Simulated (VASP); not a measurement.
# C (C2/m) in VASP: further runs

C is run at these levels: PBE; tasks: single point, relaxation of cell and atoms.

Everything below comes from runs of VASP 6.6.1. Logs are shortened: lines on timing, memory, paths and dates and some standing lists are left out, and cuts for length are marked.

### Step 1. The cell of the first run

It takes space group C2/m (No. 12, monoclinic). Conventional cell: a = 4.269 Å, b = 2.466 Å, c = 3.328 Å, α = 90.00°, β = 91.40°, γ = 90.00°. Within 1.9 Å of C (site symmetry m) lie 3 C at 1.42 to 1.43 Å.

### Step 2. Single point, PBE

INCAR reads:

```
SYSTEM = C
PREC     = Accurate       ! precision mode
ENCUT    = 600            ! plane-wave cutoff, eV
EDIFF    = 1E-6           ! SCF threshold, eV
ISMEAR   = 0              ! smearing method
SIGMA    = 0.1            ! smearing width, eV
LREAL    = .False.        ! projectors in reciprocal space
LASPH    = .True.         ! aspherical terms in the spheres
NELM     = 120            ! most SCF steps
ALGO     = Normal         ! electronic algorithm
ISIF     = 2              ! what is computed and relaxed
LWAVE    = .False.        ! write WAVECAR
LCHARG   = .False.        ! write CHGCAR
GGA      = PE             ! functional
NBANDS   = 11             ! bands
GGA_COMPAT= .False.
```

KPOINTS reads:

```
regular mesh
0
Gamma
  8 8 6
  0 0 0
```

POSCAR reads:

```
C
1.0
    2.1345895944     -1.2327955467      0.0000000000
    2.1345895944      1.2327955467      0.0000000000
   -0.0815177473      0.0000000000      3.3272567535
C
2
Direct
    0.3329951478      0.3329951478      0.0000050063
    0.6670048522      0.6670048522      0.9999949937
```

Potentials or basis: VASP PAW PBE potentials, release 64 (C).

The run is started by

```sh
$ cat potpaw_PBE.64/C/POTCAR > POTCAR
$ mpirun -np 1 vasp_std > vasp.out
```

OUTCAR:

```text
SYSTEM = C
   PREC = Accurate
   ENCUT = 600
   EDIFF = 1E-6
   ISMEAR = 0
   LREAL = .False.
   LASPH = .True.
   NELM = 120
   ISIF = 2
   GGA = PE

 ion  position               nearest neighbor table
   1  0.333  0.333  0.000-   2 1.42   2 1.42   2 1.43
   2  0.667  0.667  1.000-   1 1.42   1 1.42   1 1.43

  LATTYP: Found a base centered monoclinic cell.
 ALAT       =     4.2691791888
 B/A-ratio  =     0.5775328194
 C/A-ratio  =     0.7796007261
 COS(beta)  =    -0.0244926373

  Lattice vectors:

 A1 = (   2.1345895944,  -1.2327955467,   0.0000000000)
 A2 = (   2.1345895944,   1.2327955467,   0.0000000000)
 A3 = (  -0.0815177473,   0.0000000000,   3.3272567535)

Analysis of symmetry for initial positions (statically):
=====================================================================
 Subroutine PRICEL returns:
 Original cell was already a primitive cell.

 Routine SETGRP: Setting up the symmetry group for a
 base centered monoclinic supercell.

 Subroutine GETGRP returns: Found  4 space group operations
 (whereof  4 operations were pure point group operations)
 out of a pool of  4 trial point group operations.

The static configuration has the point symmetry C_2h.

Analysis of symmetry for dynamics (positions and initial velocities):
=====================================================================
 Subroutine PRICEL returns:
 Original cell was already a primitive cell.

 Routine SETGRP: Setting up the symmetry group for a
 base centered monoclinic supercell.

 Subroutine GETGRP returns: Found  4 space group operations
 (whereof  4 operations were pure point group operations)
 out of a pool of  4 trial point group operations.

The dynamic configuration has the point symmetry C_2h.

 Subroutine INISYM returns: Found  4 space group operations
 (whereof  4 operations are pure point group operations),
 and found     1 'primitive' translations

----------------------------------------------------------------------------------------

                                     Primitive cell

  volume of cell :      17.5114

  direct lattice vectors                    reciprocal lattice vectors
     2.134589594 -1.232795547  0.000000000     0.234237064 -0.405582257  0.005738805
     2.134589594  1.232795547  0.000000000     0.234237064  0.405582257  0.005738805
    -0.081517747  0.000000000  3.327256753     0.000000000  0.000000000  0.300547891

  length of vectors
     2.465006612  2.465006612  3.328255196     0.468398231  0.468398231  0.300547891

  position of ions in fractional coordinates (direct lattice)
     0.332995148  0.332995148  0.000005006
     0.667004852  0.667004852  0.999994994

  ion indices of the primitive-cell ions
   primitive index   ion index
                 1           1
                 2           2

----------------------------------------------------------------------------------------

 KPOINTS: regular mesh

Automatic generation of k-mesh.
 Grid dimensions read from file:
 generate k-points for:    8    8    6

 Generating k-lattice:

  Cartesian coordinates                     Fractional coordinates (reciprocal lattice)
     0.029279633 -0.050697782  0.000717351     0.125000000  0.000000000  0.000000000
     0.029279633  0.050697782  0.000717351     0.000000000  0.125000000  0.000000000
     0.000000000  0.000000000  0.050091315     0.000000000  0.000000000  0.166666667

  Length of vectors
     0.058549779  0.058549779  0.050091315

  Shift w.r.t. Gamma in fractional coordinates (k-lattice)
     0.000000000  0.000000000  0.000000000

 Subroutine IBZKPT returns following result:
 ===========================================

 Found    114 irreducible k-points:

 Following reciprocal coordinates:
            Coordinates               Weight
  0.000000  0.000000  0.000000      1.000000
  0.125000  0.000000 -0.000000      4.000000
  0.250000  0.000000 -0.000000      4.000000
  0.375000  0.000000 -0.000000      4.000000
  0.500000  0.000000 -0.000000      2.000000
  0.125000  0.125000 -0.000000      2.000000
[... 16 lines left out ...]
  0.125000  0.000000  0.166667      4.000000
  0.250000  0.000000  0.166667      4.000000
 [... further k-points ...]
   k-points           NKPTS =    114   k-points in BZ     NKDIM =    114   number of bands    NBANDS=     11
   number of dos      NEDOS =    301   number of ions     NIONS =      2
   total plane-waves  NPLWV =  11200
   dimension x,y,z NGX =    20 NGY =   20 NGZ =   28
   dimension x,y,z NGXF=    40 NGYF=   40 NGZF=   56
   ions per type =               2
   NGX,Y,Z   is equivalent  to a cutoff of  13.49, 13.49, 13.99 a.u.
   NGXF,Y,Z  is equivalent  to a cutoff of  26.98, 26.98, 27.97 a.u.
 SYSTEM =  C
   PREC   = accura    normal or accurate (medium, high low for compatibility)
   ISTART =      0    job   : 0-new  1-cont  2-samecut
   ICHARG =      2    charge: 1-file 2-atom 10-const
   ISPIN  =      1    spin polarized calculation?
   LNONCOLLINEAR =      F non collinear calculations
   LSORBIT =      F    spin-orbit coupling
   LASPH  =      T    aspherical Exc in radial PAW
   ENCUT  =  600.0 eV  44.10 Ry    6.64 a.u.   4.92  4.92  6.65*2*pi/ulx,y,z
   NELM   =    120;   NELMIN=  2; NELMDL= -5     # of ELM steps
   EDIFF  = 0.1E-05   stopping-criterion for ELM
   LREAL  =      F    real-space projection
   EDIFFG = 0.1E-04   stopping-criterion for IOM
   NSW    =      0    number of steps for IOM
   IBRION =     -1    ionic relax: 0-MD 1-quasi-New 2-CG
   NFREE  =      0    steps in history (QN), initial steepest desc. (CG)
   ISIF   =      2    stress and relaxation
   ISYM   =      2    0-nonsym 1-usesym 2-fastsym
   POTIM  = 0.5000    time-step for ionic-motion
   TEBEG  =    0.0;   TEEND  =   0.0 temperature during run
   PSTRESS=    0.0 pullay stress
   NELECT =       8.0000    total number of electrons
   NUPDOWN=      -1.0000    fix difference up-down
   EMIN   =  10.00;   EMAX   =-10.00  energy-range for DOS
   EFERMI =   0.00;   METHOD = LEGACY
   ISMEAR =     0;   SIGMA  =   0.10  broadening in eV -4-tet -1-fermi 0-gaus
   EFERMI_NEDOS =   21; number of points for ismear=-14 and -15
   IALGO  =     38    algorithm
   IMIX   =      4    mixing-type and parameters
     AMIX     =   0.40;   BMIX     =  1.00
     AMIX_MAG =   1.60;   BMIX_MAG =  1.00
  volume/ion in A,a.u.               =       8.76        59.09
  Fermi-wavevector in a.u.,A,eV,Ry     =   1.260852  2.382666 21.629844  1.589749
  Thomas-Fermi vector in A             =   2.394341
   LORBIT       =      0    0 simple, 1 ext, 2 COOP (PROOUT), +10 PAW based schemes
   GGA     = PE    functional components
   LHFCALC =     F    Hartree Fock is set to
   AEXX    =    0.0000 exact exchange contribution
   IVDW    =     0    specifies the selected vdW correction
   LEPSILON=     F    determine dielectric tensor
   LRPA    =     F    only Hartree local field effects (RPA)
 non-spin polarized calculation
 Gauss-broadening in eV      SIGMA  =   0.10
  energy-cutoff  :      600.00
  volume of cell :       17.51
 maximum number of plane-waves:       598
   NGX =  9   NGY =  9   NGZ = 13

 number of electron       7.9999999 magnetization

 Free energy of the ion-electron system (eV)
  ---------------------------------------------------
  ext. energy  EPLUGINS =         0.00000000
  ---------------------------------------------------
  free energy    TOTEN  =       -18.39140651 eV

  energy without entropy =      -18.39140381  energy(sigma->0) =      -18.39140516

 E-fermi :   4.7810     XC(G=0): -10.3592

 val. band max:        4.5327391360   @ k =  -0.3750   0.2500   0.0000
 cond. band min:       5.0290683988   @ k =  -0.3750   0.2500   0.5000
 fundamental gap:      0.4963292628
 Fermi energy:         4.7810024562

 k-point     1 :       0.0000    0.0000    0.0000
  band No.  band energies     occupation
      1     -14.8896      2.00000
      2      -1.7231      2.00000
      3       1.7050      2.00000
      4       1.7937      2.00000
      5       9.1338      0.00000
      6      13.0126      0.00000
      7      13.1175      0.00000
      8      16.4585      0.00000
      9      17.0933      0.00000
     10      26.8483      0.00000
     11      31.2407      0.00000

 k-point     2 :       0.1250    0.0000   -0.0000
  band No.  band energies     occupation
      1     -14.5172      2.00000
      2      -1.2997      2.00000
      3       0.3325      2.00000
      4       1.0628      2.00000
      5       9.5808      0.00000
      6      13.1416      0.00000
      7      14.5494      0.00000
      8      15.3158      0.00000
      9      17.7762      0.00000
     10      27.8145      0.00000
     11      29.7984      0.00000

 k-point     3 :       0.2500    0.0000   -0.0000
  band No.  band energies     occupation
      1     -13.4099      2.00000
      2      -2.6955      2.00000
      3      -0.2559      2.00000
      4      -0.0640      2.00000
      5      10.9127      0.00000
      6      12.5587      0.00000
      7      12.7613      0.00000
      8      18.1432      0.00000
      9      19.4656      0.00000
     10      26.8465      0.00000
     11      27.5090      0.00000

 k-point     4 :       0.3750    0.0000   -0.0000
  band No.  band energies     occupation
      1     -11.6066      2.00000
      2      -5.9987      2.00000
      3      -1.2676      2.00000
      4       1.8105      2.00000
      5       9.3567      0.00000
      6      12.1304      0.00000
      7      13.2532      0.00000
      8      19.1692      0.00000
      9      22.3457      0.00000
     10      24.9000      0.00000
     11      26.3320      0.00000

 k-point     5 :       0.5000    0.0000   -0.0000
  band No.  band energies     occupation
      1      -9.5971      2.00000
      2      -8.5512      2.00000
      3      -1.6310      2.00000
      4       3.2251      2.00000
      5       7.4325      0.00000
      6      11.9734      0.00000
      7      16.0240      0.00000
      8      16.3003      0.00000
      9      24.2426      0.00000
     10      24.6821      0.00000
     11      27.3734      0.00000
[... 211 lines left out ...]
 k-point    21 :       0.5000    0.5000   -0.0000
  band No.  band energies     occupation
      1      -9.6086      2.00000
      2      -8.5154      2.00000
      3      -1.6663      2.00000
      4       3.1913      2.00000
      5       7.4819      0.00000
      6      11.9462      0.00000
      7      16.0302      0.00000
      8      16.3307      0.00000
      9      24.2136      0.00000
     10      24.7404      0.00000
     11      27.2771      0.00000

 k-point    22 :       0.0000    0.0000    0.1667
  band No.  band energies     occupation
      1     -14.8132      2.00000
      2      -2.3272      2.00000
      3       1.7149      2.00000
      4       1.8036      2.00000
      5      10.4539      0.00000
      6      13.0395      0.00000
      7      13.1452      0.00000
      8      16.3044      0.00000
      9      17.2449      0.00000
     10      27.0241      0.00000
     11      29.5430      0.00000

 k-point    23 :       0.1250    0.0000    0.1667
  band No.  band energies     occupation
      1     -14.4404      2.00000
      2      -1.9093      2.00000
      3       0.3466      2.00000
      4       1.0734      2.00000
      5      10.9114      0.00000
      6      13.1842      0.00000
      7      14.5764      0.00000
      8      15.1597      0.00000
      9      17.9120      0.00000
     10      27.8089      0.00000
     11      28.7044      0.00000

 k-point    24 :       0.2500    0.0000    0.1667
  band No.  band energies     occupation
      1     -13.3358      2.00000
      2      -2.6715      2.00000
      3      -0.6565      2.00000
      4      -0.2432      2.00000
      5      12.0101      0.00000
      6      12.4581      0.00000
      7      12.8953      0.00000
      8      18.1674      0.00000
      9      19.6932      0.00000
     10      25.4401      0.00000
     11      28.5153      0.00000

 [... further k-points ...]
[... 5 lines left out ...]
  --------------------------------------------------------------------------------------
  -------------------------------------------------------------------------------------
  Total       -0.0426921     -0.0009943      0.7538838      0.0000000      0.0000000     -0.0264611
  in kB       -3.9060324     -0.0909675     68.9752423      0.0000000      0.0000000     -2.4210090
  external PRESSURE =      21.6594141 kB  Pullay stress =       0.0000000 kB

 VOLUME and BASIS-vectors are now :
 -----------------------------------------------------------------------------
  energy-cutoff  :      600.00
  volume of cell :       17.51
      direct lattice vectors                 reciprocal lattice vectors
     2.134589594 -1.232795547  0.000000000     0.234237064 -0.405582257  0.005738805
     2.134589594  1.232795547  0.000000000     0.234237064  0.405582257  0.005738805
    -0.081517747  0.000000000  3.327256753     0.000000000  0.000000000  0.300547891

 POSITION                                       TOTAL-FORCE (eV/Angst)
 -----------------------------------------------------------------------------------
      1.42162      0.00000      0.00002         0.156398      0.000000     -0.000555
      2.76605      0.00000      3.32724        -0.156398      0.000000      0.000555
 -----------------------------------------------------------------------------------
    total drift:                               -0.000000     -0.000000     -0.000000

  FREE ENERGIE OF THE ION-ELECTRON SYSTEM (eV)
  ---------------------------------------------------
  free  energy   TOTEN  =       -18.3914065125 eV

  energy  without entropy=      -18.3914038133  energy(sigma->0) =      -18.39140516
```

Wall time 8.2 s (1 thread of Intel Xeon 6975P-C (Granite Rapids), shared host); peak memory 0.14 GiB.

Results:

```
Free energy            : -18.3914 eV
Pressure               : 2.2 GPa
Largest force          : 0.156 eV/Å
Band gap on the k mesh : 0.50 eV, indirect (least direct gap 1.90 eV)
```

Forces on the atoms (eV/Å):
```
C    0.156  0.000 -0.001
C   -0.156  0.000  0.001
```

Caveat: this functional lacks dispersion, which binds the layers, so the pressure and a relaxed spacing across them are unreliable.

### Step 3. Relaxation of cell and atoms, PBE

INCAR reads:

```
PREC = Accurate
ENCUT = 600
EDIFF = 1E-7
ISMEAR = 0
SIGMA = 0.1
LREAL = False
LASPH = True
NELM = 120
ALGO = Normal
ISIF = 3
LWAVE = False
LCHARG = False
GGA = PE
IBRION = 2
NSW = 90
EDIFFG = -0.04
GGA_COMPAT = False
NELMIN = 4
```

KPOINTS reads:

```
regular mesh
0
Gamma
  8 8 6
```

POSCAR is that of step 2.

Potentials or basis: VASP PAW PBE potentials, release 64 (C).

The run is started by

```sh
$ cat potpaw_PBE.64/C/POTCAR > POTCAR
$ mpirun -np 1 vasp_std > vasp.out
```

Run time: 63 s. Hardware: 1 thread of Intel Xeon 6975P-C (Granite Rapids), shared host; peak memory 0.13 GiB.

It converged, with:

* Free energy: -18.4471 eV
* Relaxed volume: 10.58 Å³/atom
* Relaxed cell: a = 2.468 Å, b = 2.468 Å, c = 4.014 Å, α = 91.67°, β = 91.67°, γ = 60.00°
* Space group after relaxing (to 0.05 Å): C2/m (No. 12)
* Energy gained by relaxing: 27.9 meV/atom
* Ionic steps: 13
* Pressure after relaxing: -0.2 GPa
* Largest force after relaxing: 0.014 eV/Å
* Band gap on the k mesh: 1.53 eV, indirect (least direct gap 1.95 eV)

Forces on the atoms (eV/Å):
```
C   -0.014  0.000  0.001
C    0.014  0.000 -0.001
```

Stress tensor (GPa, compression positive):
```
-0.22  0.00 -0.02
 0.00 -0.32  0.00
-0.02  0.00 -0.01
```

The path:
```csv
step,energy change (eV),largest force (eV/Å),pressure (GPa),volume (Å³)
1,0.0000,0.1564,2.18,17.51
2,-0.0082,0.7106,2.35,17.81
3,-0.0082,0.7263,2.35,17.82
4,-0.0114,0.6868,2.27,17.90
5,-0.0200,0.5688,2.05,18.14
6,-0.0332,0.3355,1.70,18.62
7,-0.0471,0.1190,1.29,19.59
8,-0.0392,0.9778,0.89,21.52
9,-0.0491,0.4278,1.16,20.26
10,-0.0548,0.0406,0.16,20.83
11,-0.0550,0.1826,-0.10,21.00
12,-0.0557,0.0471,-0.17,21.12
13,-0.0557,0.0137,-0.19,21.16
```

Final structure:
```
C
1.0
     2.13695   -1.23389   -0.01562
     2.13695    1.23389   -0.01562
    -0.10591    0.00000    4.01232
C
2
Direct
  0.33336 0.33336 0.99999
  0.66664 0.66664 0.00001
```

Levels at points of the mesh, in eV from the valence-band top:
```tsv
k point	band 2	band 3	band 4	band 5	band 6	band 7
(0.00, 0.00, 0.00)	-6.43	-2.25	-2.24	4.09	9.08	9.09
(0.50, 0.00, 0.00)	-12.44	-5.62	-1.32	2.82	8.11	11.44
(0.50, 0.50, 0.00)	-12.44	-5.62	-1.32	2.81	8.10	11.45
(0.00, 0.00, 0.50)	-7.15	-2.24	-2.24	8.00	9.10	9.11
(0.50, 0.00, 0.50)	-12.40	-5.61	-1.78	2.16	8.19	13.46
(0.50, 0.50, 0.50)	-12.41	-5.61	-1.77	2.16	8.19	13.44
```

Caveat: the volume moved by over 15 % at a fixed basis, so the end points are rough; this functional lacks dispersion, which binds the layers, so the pressure and a relaxed spacing across them are unreliable.
